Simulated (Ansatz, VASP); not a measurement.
## MgO: VASP beside Ansatz

Contents of INCAR:

```
PREC = Accurate ; ENCUT = 520
EDIFF = 1E-6 ; ISMEAR = 0
SIGMA = 0.05 ; LREAL = F
LASPH = T ; NELM = 100
ALGO = Normal ; ISIF = 2
LWAVE = F ; LCHARG = F
GGA = PE ; NBANDS = 16
```

File KPOINTS:

```
Automatic mesh
0
Gamma
  9 9 6
```

POSCAR

```
MgO
1.0
    3.5917000000      0.0000000000      0.0000000000
   -1.7958500000      3.1105034428      0.0000000000
    0.0000000000      0.0000000000      4.2393824570
Mg O
2 2
Direct
    0.6666666667      0.3333333333      0.7500000000
    0.3333333333      0.6666666667      0.2500000000
    0.6666666667      0.3333333333      0.2500000000
    0.3333333333      0.6666666667      0.7500000000
```

Input for Ansatz:

```yaml
crystal:
  lattice:
    - [3.5917, 0.0, 0.0]
    - [-1.79585, 3.1105034428, 0.0]
    - [0.0, 0.0, 4.239382457]
  atoms:
    - { symbol: Mg, position: [0.6666666667, 0.3333333333, 0.75] }
    - { symbol: Mg, position: [0.3333333333, 0.6666666667, 0.25] }
    - { symbol: O, position: [0.6666666667, 0.3333333333, 0.25] }
    - { symbol: O, position: [0.3333333333, 0.6666666667, 0.75] }
basis:
  ecutwfc: 520.0
kpoints:
  mp_grid: { grid: [9, 9, 6] }
hamiltonian:
  xc: pbe
  pseudopotentials: { kind: paw, azcp: { folder: soft_1 } }
scf:
  occupations: { method: gaussian, width: 0.05 }
output:
  forces: true
  stress: true
  eigenvalues: true
```

Alike in both runs: task single point; functional PBE; k mesh 9 × 9 × 6; occupations gaussian, width 0.05 eV; no spin polarisation.

|  | VASP | Ansatz |
| --- | --- | --- |
| version | VASP 6.6.1 | Ansatz 0.2.0 |
| potentials or method | VASP PAW PBE potentials, release 64 (Mg, O), cutoff 520 eV | scalar-relativistic, plane waves, PAW |
| valence electrons in the cell | 16 | 32 |

|  | VASP | Ansatz | Ansatz less VASP |
| --- | --- | --- | --- |
| gap on the k mesh at the Fermi level (eV) | 3.09 | 3.11 | +0.021 |
| least direct gap on the mesh (eV) | 3.09 | 3.11 | +0.021 |
| pressure (GPa) | -4.9 | -4.4 | +0.58 |
| traceless stress, the component that is largest in VASP (GPa) | 1.39 | 1.48 | +0.091 |

VASP's potentials hold 16 valence electrons a cell and Ansatz's 32, so a difference there can come from the potentials and not from the codes.
